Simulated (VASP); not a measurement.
# AlN (P6_3mc) in VASP: further runs

Runs on AlN. Level: r2SCAN. Tasks: single point.

All numbers are computed with VASP 6.6.1; they aren't measurements. Logs are shortened: lines on timing, memory, paths and dates and some standing lists are left out, and cuts for length are marked.

### 1 The cell of the first run

Symmetry: P6_3mc, No. 186, hexagonal system. The conventional cell has a = 3.045 Å, b = 3.045 Å, c = 5.031 Å, α = 90.00°, β = 90.00°, γ = 120.00°. Al (site symmetry 3m) has 4 N at 1.86 to 1.89 Å within 2.5 Å. Within 2.5 Å of N (site symmetry 3m) lie 4 Al at 1.86 to 1.89 Å.

### 2 Single point, r2SCAN (in-plane strain -0.02, then relaxed in part)

Input file POSCAR:

```
AlN
1.0
    3.0445617499      0.0000000000      0.0000000000
   -1.5222808750      2.6366678188      0.0000000000
    0.0000000000      0.0000000000      5.0306918794
Al N
2 2
Direct
    0.3333333333      0.6666666667      0.0018609738
    0.6666666667      0.3333333333      0.5018609738
    0.3333333333      0.6666666667      0.3781390262
    0.6666666667      0.3333333333      0.8781390262
```

Input file INCAR.step1:

```
PREC = Accurate
ENCUT = 520
ISMEAR = 0
SIGMA = 0.01
LREAL = F
LASPH = T
NELM = 80
NBANDS = 16
GGA = PE
ALGO = Normal
EDIFF = 1E-4
LWAVE = T
LCHARG = F
```

Input file INCAR.step2:

```
PREC = Accurate
ENCUT = 520
EDIFF = 1E-6
ISMEAR = 0
SIGMA = 0.01
LREAL = F
LASPH = T
NELM = 80
ALGO = Normal
ISIF = 2
LWAVE = F
LCHARG = T
METAGGA = R2SCAN
LMIXTAU = T
LELF = T
LVHAR = T
NBANDS = 16
ISTART = 1
```

Input file KPOINTS:

```
regular mesh
0
Gamma
  8 8 4
```

Potentials or basis: VASP PAW PBE potentials, release 64 (Al, N).

Run with:

```bash
cat potpaw_PBE.64/Al/POTCAR potpaw_PBE.64/N/POTCAR > POTCAR
cp INCAR.step1 INCAR
mpirun -np 1 vasp_std > vasp.out
cp INCAR.step2 INCAR
mpirun -np 1 vasp_std > vasp.out
```

OUTCAR:

```text
PREC = Accurate
   ENCUT = 520
   EDIFF = 1E-6
   ISMEAR = 0
   LREAL = F
   LASPH = T
   NELM = 80
   ISIF = 2
   METAGGA = R2SCAN
   ISTART = 1

 ion  position               nearest neighbor table
   1  0.333  0.667  0.002-   4 1.86   4 1.86   4 1.86   3 1.89   2 3.07   2 3.07   2 3.07   2 3.07
                             2 3.07   2 3.07
   2  0.667  0.333  0.502-   3 1.86   3 1.86   3 1.86   4 1.89   1 3.07   1 3.07   1 3.07   1 3.07
                             1 3.07   1 3.07
   3  0.333  0.667  0.378-   2 1.86   2 1.86   2 1.86   1 1.89
   4  0.667  0.333  0.878-   1 1.86   1 1.86   1 1.86   2 1.89

  LATTYP: Found a hexagonal cell.
 ALAT       =     3.0445617499
 C/A-ratio  =     1.6523533739

  Lattice vectors:

 A1 = (   3.0445617499,   0.0000000000,   0.0000000000)
 A2 = (  -1.5222808750,   2.6366678188,   0.0000000000)
 A3 = (   0.0000000000,   0.0000000000,   5.0306918794)

Analysis of symmetry for initial positions (statically):
=====================================================================
 Subroutine PRICEL returns:
 Original cell was already a primitive cell.

 Routine SETGRP: Setting up the symmetry group for a
 hexagonal supercell.

 Subroutine GETGRP returns: Found 12 space group operations
 (whereof  6 operations were pure point group operations)
 out of a pool of 24 trial point group operations.

The static configuration has the point symmetry C_3v.
 The point group associated with its full space group is C_6v.

Analysis of symmetry for dynamics (positions and initial velocities):
=====================================================================
 Subroutine PRICEL returns:
 Original cell was already a primitive cell.

 Routine SETGRP: Setting up the symmetry group for a
 hexagonal supercell.

 Subroutine GETGRP returns: Found 12 space group operations
 (whereof  6 operations were pure point group operations)
 out of a pool of 24 trial point group operations.

The dynamic configuration has the point symmetry C_3v.
 The point group associated with its full space group is C_6v.

 Subroutine INISYM returns: Found 12 space group operations
 (whereof  6 operations are pure point group operations),
 and found     1 'primitive' translations

----------------------------------------------------------------------------------------

                                     Primitive cell

  volume of cell :      40.3839

  direct lattice vectors                    reciprocal lattice vectors
     3.044561750  0.000000000  0.000000000     0.328454498  0.189633293  0.000000000
    -1.522280875  2.636667819  0.000000000     0.000000000  0.379266585  0.000000000
     0.000000000  0.000000000  5.030691879     0.000000000  0.000000000  0.198779815

  length of vectors
     3.044561750  3.044561750  5.030691879     0.379266585  0.379266585  0.198779815

  position of ions in fractional coordinates (direct lattice)
     0.333333333  0.666666667  0.001860974
     0.666666667  0.333333333  0.501860974
     0.333333333  0.666666667  0.378139026
     0.666666667  0.333333333  0.878139026

  ion indices of the primitive-cell ions
   primitive index   ion index
                 1           1
                 2           2
                 3           3
                 4           4

----------------------------------------------------------------------------------------

 KPOINTS: regular mesh

Automatic generation of k-mesh.
 Grid dimensions read from file:
 generate k-points for:    8    8    4

 Generating k-lattice:

  Cartesian coordinates                     Fractional coordinates (reciprocal lattice)
     0.041056812  0.023704162  0.000000000     0.125000000  0.000000000  0.000000000
     0.000000000  0.047408323  0.000000000     0.000000000  0.125000000  0.000000000
     0.000000000  0.000000000  0.049694954     0.000000000  0.000000000  0.250000000

  Length of vectors
     0.047408323  0.047408323  0.049694954

  Shift w.r.t. Gamma in fractional coordinates (k-lattice)
     0.000000000  0.000000000  0.000000000

 Subroutine IBZKPT returns following result:
 ===========================================

 Found     30 irreducible k-points:

 Following reciprocal coordinates:
            Coordinates               Weight
  0.000000  0.000000  0.000000      1.000000
  0.125000 -0.000000  0.000000      6.000000
  0.250000 -0.000000  0.000000      6.000000
  0.375000 -0.000000  0.000000      6.000000
  0.500000 -0.000000  0.000000      3.000000
  0.125000  0.125000  0.000000      6.000000
[... 16 lines left out ...]
  0.250000 -0.000000  0.500000      6.000000
  0.375000 -0.000000  0.500000      6.000000
 [... further k-points ...]
   k-points           NKPTS =     30   k-points in BZ     NKDIM =     30   number of bands    NBANDS=     16
   number of dos      NEDOS =    301   number of ions     NIONS =      4
   total plane-waves  NPLWV =  23040
   dimension x,y,z NGX =    24 NGY =   24 NGZ =   40
   dimension x,y,z NGXF=    48 NGYF=   48 NGZF=   80
   ions per type =               2   2
   NGX,Y,Z   is equivalent  to a cutoff of  13.11, 13.11, 13.22 a.u.
   NGXF,Y,Z  is equivalent  to a cutoff of  26.21, 26.21, 26.44 a.u.
 SYSTEM =  unknown system
   PREC   = accura    normal or accurate (medium, high low for compatibility)
   ISTART =      1    job   : 0-new  1-cont  2-samecut
   ICHARG =      0    charge: 1-file 2-atom 10-const
   ISPIN  =      1    spin polarized calculation?
   LNONCOLLINEAR =      F non collinear calculations
   LSORBIT =      F    spin-orbit coupling
   LASPH  =      T    aspherical Exc in radial PAW
   ENCUT  =  520.0 eV  38.22 Ry    6.18 a.u.   5.66  5.66  9.35*2*pi/ulx,y,z
   NELM   =     80;   NELMIN=  2; NELMDL=  0     # of ELM steps
   EDIFF  = 0.1E-05   stopping-criterion for ELM
   LREAL  =      F    real-space projection
   EDIFFG = 0.1E-04   stopping-criterion for IOM
   NSW    =      0    number of steps for IOM
   IBRION =     -1    ionic relax: 0-MD 1-quasi-New 2-CG
   NFREE  =      0    steps in history (QN), initial steepest desc. (CG)
   ISIF   =      2    stress and relaxation
   ISYM   =      2    0-nonsym 1-usesym 2-fastsym
   POTIM  = 0.5000    time-step for ionic-motion
   TEBEG  =    0.0;   TEEND  =   0.0 temperature during run
   PSTRESS=    0.0 pullay stress
   NELECT =      16.0000    total number of electrons
   NUPDOWN=      -1.0000    fix difference up-down
   EMIN   =  10.00;   EMAX   =-10.00  energy-range for DOS
   EFERMI =   0.00;   METHOD = LEGACY
   ISMEAR =     0;   SIGMA  =   0.01  broadening in eV -4-tet -1-fermi 0-gaus
   EFERMI_NEDOS =   21; number of points for ismear=-14 and -15
   IALGO  =     38    algorithm
   IMIX   =      4    mixing-type and parameters
     AMIX     =   0.40;   BMIX     =  1.00
     AMIX_MAG =   1.60;   BMIX_MAG =  1.00
  volume/ion in A,a.u.               =      10.10        68.13
  Fermi-wavevector in a.u.,A,eV,Ry     =   1.202390  2.272188 19.670525  1.445743
  Thomas-Fermi vector in A             =   2.338173
   LORBIT       =      0    0 simple, 1 ext, 2 COOP (PROOUT), +10 PAW based schemes
   METAGGA = R2SCAN    functional components
   LHFCALC =     F    Hartree Fock is set to
   AEXX    =    0.0000 exact exchange contribution
   IVDW    =     0    specifies the selected vdW correction
   LEPSILON=     F    determine dielectric tensor
   LRPA    =     F    only Hartree local field effects (RPA)
 non-spin polarized calculation
 Gauss-broadening in eV      SIGMA  =   0.01
  energy-cutoff  :      520.00
  volume of cell :       40.38
 maximum number of plane-waves:      1111
 NGX is ok and might be reduce to    24
   NGX = 11   NGY = 11   NGZ = 19

 number of electron      15.9999998 magnetization

 Free energy of the ion-electron system (eV)
  ---------------------------------------------------
  ext. energy  EPLUGINS =         0.00000000
  ---------------------------------------------------
  free energy    TOTEN  =       -38.40414828 eV

  energy without entropy =      -38.40414828  energy(sigma->0) =      -38.40414828

 E-fermi :   6.1069     XC(G=0): -11.5536

 val. band max:        6.0626257483   @ k =   0.0000   0.0000   0.0000
 cond. band min:      11.3529224594   @ k =   0.0000   0.0000   0.0000
 fundamental gap:      5.2902967111
 Fermi energy:         6.1068861203

 k-point     1 :       0.0000    0.0000    0.0000
  band No.  band energies     occupation
      1      -9.9524      2.00000
      2      -7.8675      2.00000
      3      -0.1156      2.00000
      4       5.4817      2.00000
      5       5.4817      2.00000
      6       6.0020      2.00000
[... 8 lines left out ...]
     15      20.8401      0.00000
     16      20.8401      0.00000

 k-point     2 :       0.1250   -0.0000    0.0000
  band No.  band energies     occupation
      1      -9.7406      2.00000
      2      -7.7410      2.00000
      3       0.1388      2.00000
      4       4.5697      2.00000
      5       5.2216      2.00000
      6       5.2264      2.00000
[... 8 lines left out ...]
     15      20.4440      0.00000
     16      20.5795      0.00000

 k-point     3 :       0.2500   -0.0000    0.0000
  band No.  band energies     occupation
      1      -9.1523      2.00000
      2      -7.4363      2.00000
      3       0.8686      2.00000
      4       2.7324      2.00000
      5       3.6912      2.00000
      6       4.7381      2.00000
[... 8 lines left out ...]
     15      19.5385      0.00000
     16      21.0645      0.00000

 k-point     4 :       0.3750   -0.0000    0.0000
  band No.  band energies     occupation
      1      -8.3644      2.00000
      2      -7.1906      2.00000
      3       1.1699      2.00000
      4       1.9318      2.00000
      5       2.3715      2.00000
      6       4.3384      2.00000
[... 8 lines left out ...]
     15      19.7897      0.00000
     16      22.7660      0.00000
[... 324 lines left out ...]
 k-point    22 :       0.1250   -0.0000    0.5000
  band No.  band energies     occupation
      1      -8.8944      2.00000
      2      -8.8944      2.00000
      3       2.5845      2.00000
      4       2.5845      2.00000
      5       5.1519      2.00000
      6       5.1519      2.00000
[... 8 lines left out ...]
     15      19.5845      0.00000
     16      19.5845      0.00000

 k-point    23 :       0.2500   -0.0000    0.5000
  band No.  band energies     occupation
      1      -8.3997      2.00000
      2      -8.3997      2.00000
      3       2.0899      2.00000
      4       2.0899      2.00000
      5       4.4263      2.00000
      6       4.4263      2.00000
[... 8 lines left out ...]
     15      20.4638      0.00000
     16      20.4638      0.00000

 k-point    24 :       0.3750   -0.0000    0.5000
  band No.  band energies     occupation
      1      -7.8065      2.00000
      2      -7.8065      2.00000
      3       0.9903      2.00000
      4       0.9903      2.00000
      5       4.5121      2.00000
      6       4.5121      2.00000
[... 8 lines left out ...]
     15      20.7381      0.00000
     16      20.7381      0.00000

 [... further k-points ...]
[... 5 lines left out ...]
  --------------------------------------------------------------------------------------
  -------------------------------------------------------------------------------------
  Total        2.5880003      2.5880003     -0.1133788     -0.0000000      0.0000000      0.0000000
  in kB      102.6755375    102.6755375     -4.4981551     -0.0000000      0.0000000      0.0000000
  external PRESSURE =      66.9509733 kB  Pullay stress =       0.0000000 kB

 VOLUME and BASIS-vectors are now :
 -----------------------------------------------------------------------------
  energy-cutoff  :      520.00
  volume of cell :       40.38
      direct lattice vectors                 reciprocal lattice vectors
     3.044561750  0.000000000  0.000000000     0.328454498  0.189633293  0.000000000
    -1.522280875  2.636667819  0.000000000     0.000000000  0.379266585  0.000000000
     0.000000000  0.000000000  5.030691879     0.000000000  0.000000000  0.198779815

 POSITION                                       TOTAL-FORCE (eV/Angst)
 -----------------------------------------------------------------------------------
     -0.00000      1.75778      0.00936         0.000000     -0.000000      0.000710
      1.52228      0.87889      2.52471        -0.000000      0.000000      0.000710
     -0.00000      1.75778      1.90230        -0.000000     -0.000000     -0.000710
      1.52228      0.87889      4.41765        -0.000000      0.000000     -0.000710
 -----------------------------------------------------------------------------------
    total drift:                               -0.000000     -0.000000     -0.020079

  FREE ENERGIE OF THE ION-ELECTRON SYSTEM (eV)
  ---------------------------------------------------
  free  energy   TOTEN  =       -38.4041482791 eV

  energy  without entropy=      -38.4041482791  energy(sigma->0) =      -38.40414828
```

Wall time 41 s (1 thread of Intel Xeon Platinum 8488C (Sapphire Rapids), shared host); peak memory 0.16 GiB.

Results:

* Free energy: -38.4041 eV
* Pressure: 6.7 GPa
* Band gap on the k mesh: 5.29 eV, direct

Caveat: the cell differs from its parent crystal (in-plane strain -0.02, then relaxed in part); the PAW data sets were made with another functional, which shifts forces and pressure a little.

### 3 Single point, r2SCAN (in-plane strain -0.02)

Input file POSCAR:

```
AlN
1.0
    3.0445617499      0.0000000000      0.0000000000
   -1.5222808750      2.6366678188      0.0000000000
    0.0000000000      0.0000000000      5.0382601667
Al N
2 2
Direct
    0.3333333333      0.6666666667     -0.0008019551
    0.6666666667      0.3333333333      0.4991980449
    0.3333333333      0.6666666667      0.3808019551
    0.6666666667      0.3333333333      0.8808019551
```

Input file INCAR.step1:

```
PREC     = Accurate       # precision mode
ENCUT    = 520            # plane-wave cutoff, eV
ISMEAR   = 0              # smearing method
SIGMA    = 0.01           # smearing width, eV
LREAL    = False          # projectors in reciprocal space
LASPH    = True           # aspherical terms in the spheres
NELM     = 60             # most SCF steps
NBANDS   = 16             # bands
GGA      = PE             # functional
ALGO     = Normal         # electronic algorithm
EDIFF    = 1E-4           # SCF threshold, eV
LWAVE    = True           # write WAVECAR
LCHARG   = False          # write CHGCAR
```

Input file INCAR.step2:

```
PREC     = Accurate       # precision mode
ENCUT    = 520            # plane-wave cutoff, eV
EDIFF    = 1E-7           # SCF threshold, eV
ISMEAR   = 0              # smearing method
SIGMA    = 0.01           # smearing width, eV
LREAL    = False          # projectors in reciprocal space
LASPH    = True           # aspherical terms in the spheres
NELM     = 60             # most SCF steps
ALGO     = Normal         # electronic algorithm
ISIF     = 2              # what is computed and relaxed
LWAVE    = False          # write WAVECAR
LCHARG   = True           # write CHGCAR
METAGGA  = R2SCAN         # meta-GGA
LMIXTAU  = True         
LELF     = True           # ELF
LVHAR    = True         
NBANDS   = 16             # bands
ISTART   = 1
```

Input file KPOINTS:

```
Automatic mesh
0
Gamma
  8 8 4
```

Potentials or basis: VASP PAW PBE potentials, release 64 (Al, N).

Run with:

```bash
cat potpaw_PBE.64/Al/POTCAR potpaw_PBE.64/N/POTCAR > POTCAR
cp INCAR.step1 INCAR
mpirun -np 1 vasp_std > vasp.out
cp INCAR.step2 INCAR
mpirun -np 1 vasp_std > vasp.out
```

It took 70 s on 1 thread of Intel Xeon Platinum 8488C (Sapphire Rapids), shared host; peak memory 0.17 GiB.

The run converged. Its results:

```
Free energy            : -38.3932 eV
Pressure               : 6.6 GPa
Largest force          : 0.373 eV/Å
Band gap on the k mesh : 5.26 eV, direct
```

Forces in eV/Å, atoms in the order of the input:
```
Al   0.000  0.000  0.373
Al   0.000  0.000  0.373
N    0.000  0.000 -0.373
N    0.000  0.000 -0.373
```

Stress tensor (GPa, compression positive):
```
11.61  0.00  0.00
 0.00 11.61  0.00
 0.00  0.00 -3.36
```

Levels at points of the mesh, in eV from the valence-band top:
| k point | band 4 | band 5 | band 6 | band 7 | band 8 | band 9 | band 10 | band 11 | band 12 | band 13 |
| --- | --- | --- | --- | --- | --- | --- | --- | --- | --- | --- |
| (0.00, 0.00, 0.00) | -0.64 | -0.64 | -0.06 | -0.06 | 0.00 | 5.26 | 8.26 | 11.83 | 12.71 | 12.71 |
| (0.50, 0.00, 0.00) | -4.28 | -3.32 | -1.92 | -1.69 | -0.61 | 6.43 | 6.97 | 9.44 | 11.49 | 12.14 |
| (0.00, 0.00, 0.50) | -3.44 | -0.36 | -0.36 | -0.36 | -0.36 | 7.78 | 7.78 | 11.54 | 11.54 | 13.02 |
| (0.50, 0.00, 0.50) | -5.64 | -1.38 | -1.38 | -1.33 | -1.33 | 6.12 | 6.12 | 10.41 | 10.41 | 13.28 |

Caveat: the cell differs from its parent crystal (in-plane strain -0.02); the PAW data sets were made with another functional, which shifts forces and pressure a little.

### 4 Single point, r2SCAN (film at in-plane strain -0.02)

Input file POSCAR:

```
AlN
1.0
    3.0445617499      0.0000000000      0.0000000000
   -1.5222808750      2.6366678188      0.0000000000
    0.0000000000      0.0000000000      5.0306918794
Al N
2 2
Direct
    0.3333333333      0.6666666667      0.0018609738
    0.6666666667      0.3333333333      0.5018609738
    0.3333333333      0.6666666667      0.3781390262
    0.6666666667      0.3333333333      0.8781390262
```

Input file INCAR.step1:

```
SYSTEM = AlN
ALGO     = Normal         ! electronic algorithm
EDIFF    = 1E-4           ! SCF threshold, eV
ENCUT    = 520            ! plane-wave cutoff, eV
GGA      = PE             ! functional
ISMEAR   = 0              ! smearing method
LASPH    = .TRUE.         ! aspherical terms in the spheres
LCHARG   = .FALSE.        ! write CHGCAR
LREAL    = .FALSE.        ! projectors in reciprocal space
LWAVE    = .TRUE.         ! write WAVECAR
NBANDS   = 16             ! bands
NELM     = 60             ! most SCF steps
PREC     = Accurate       ! precision mode
SIGMA    = 0.01           ! smearing width, eV
```

Input file INCAR.step2:

```
SYSTEM = AlN
ALGO     = Normal         ! electronic algorithm
EDIFF    = 1E-6           ! SCF threshold, eV
ENCUT    = 520            ! plane-wave cutoff, eV
ISIF     = 2              ! what is computed and relaxed
ISMEAR   = 0              ! smearing method
ISTART   = 1            
LASPH    = .TRUE.         ! aspherical terms in the spheres
LCHARG   = .FALSE.        ! write CHGCAR
LMIXTAU  = .TRUE.       
LREAL    = .FALSE.        ! projectors in reciprocal space
LWAVE    = .FALSE.        ! write WAVECAR
METAGGA  = R2SCAN         ! meta-GGA
NBANDS   = 16             ! bands
NELM     = 60             ! most SCF steps
PREC     = Accurate       ! precision mode
SIGMA    = 0.01           ! smearing width, eV
```

Input file KPOINTS:

```
k-points
0
G
  8 8 4
  0 0 0
```

Run with:

```bash
cat potpaw_PBE.64/Al/POTCAR potpaw_PBE.64/N/POTCAR > POTCAR
cp INCAR.step1 INCAR
mpirun -np 1 vasp_std > vasp.out
cp INCAR.step2 INCAR
mpirun -np 1 vasp_std > vasp.out
```

Run time: 51 s. Hardware: 1 thread of Intel Xeon Platinum 8488C (Sapphire Rapids), shared host; peak memory 0.16 GiB.

It converged, with:

```yaml
Free_energy: -38.4041 eV
Pressure: 6.7 GPa
Band_gap_on_the_k_mesh: 5.29 eV, direct
```

Stress tensor (GPa, compression positive):
```
10.27  0.00  0.00
 0.00 10.27  0.00
 0.00  0.00 -0.45
```

Levels at points of the mesh, in eV from the valence-band top:
```
           k point  band 6  band 7  band 8  band 9  band 10  band 11
(0.00, 0.00, 0.00)   -0.06    0.00    0.00    5.29     8.26    11.80
(0.50, 0.00, 0.00)   -1.87   -1.73   -0.55    6.41     6.96     9.49
(0.00, 0.00, 0.50)   -0.30   -0.30   -0.30    7.77     7.77    11.57
(0.50, 0.00, 0.50)   -1.40   -1.28   -1.28    6.12     6.12    10.48
```

Caveat: the cell differs from its parent crystal (film at in-plane strain -0.02); the PAW data sets were made with another functional, which shifts forces and pressure a little.

(Part 1 of 2 ends here.)
